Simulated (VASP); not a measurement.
Set up this calculation in VASP 6.6.1, as the native input.

```yaml
Task: single point
Functional: PBE
Potentials_or_basis: VASP PAW PBE potentials, release 64 (Na_pv, Y_sv, Cl)
Cutoff: 520 eV
k_mesh: 6 × 6 × 6
Occupations: gaussian, width 0.1 eV
Spin: no spin polarisation
Dipole_correction: no
Further_INCAR_settings: ALGO = Normal; EDIFF = 1e-06; NBANDS = 40
```

The structure of NaYCl6 lies in POSCAR:

```
NaYCl6
1.0
    0.0000000000      5.4146989548      5.4146989548
    5.4146989548      0.0000000000      5.4146989548
    5.4146989548      5.4146989548      0.0000000000
Na Y Cl
1 1 6
Direct
    0.5000000000      0.5000000000      0.5000000000
    0.0000000000      0.0000000000      0.0000000000
    0.7577291421      0.2422708579      0.2422708579
    0.2422708579      0.7577291421      0.7577291421
    0.2422708579      0.7577291421      0.2422708579
    0.7577291421      0.2422708579      0.7577291421
    0.2422708579      0.2422708579      0.7577291421
    0.7577291421      0.7577291421      0.2422708579
```

These files were run (other wordings do the same):

INCAR

```
SYSTEM = NaYCl6
PREC = Accurate
ENCUT = 520
EDIFF = 1E-6
ISMEAR = 0
SIGMA = 0.1
LREAL = .False.
LASPH = .True.
NELM = 100
ALGO = Normal
ISIF = 2
LWAVE = .False.
LCHARG = .False.
GGA = PE
NBANDS = 40
```

KPOINTS

```
regular mesh
0
Gamma
  6 6 6
  0 0 0
```

Potentials or basis: VASP PAW PBE potentials, release 64 (Na_pv, Y_sv, Cl).

Launch:

```console
$ cat potpaw_PBE.64/Na_pv/POTCAR potpaw_PBE.64/Y_sv/POTCAR potpaw_PBE.64/Cl/POTCAR > POTCAR
$ mpirun -np 1 vasp_std > vasp.out
```

Results of the run:

The pressure is 0.0 GPa. The largest force is 0.007 eV/Å. The band gap on the k mesh is zero (bands 30 and 31 overlap by 0.17 eV).

Wall time 3.1 min on 1 thread of Intel(R) Xeon(R) 6975P-C (Granite Rapids) (shared host), peak memory 0.61 GiB.
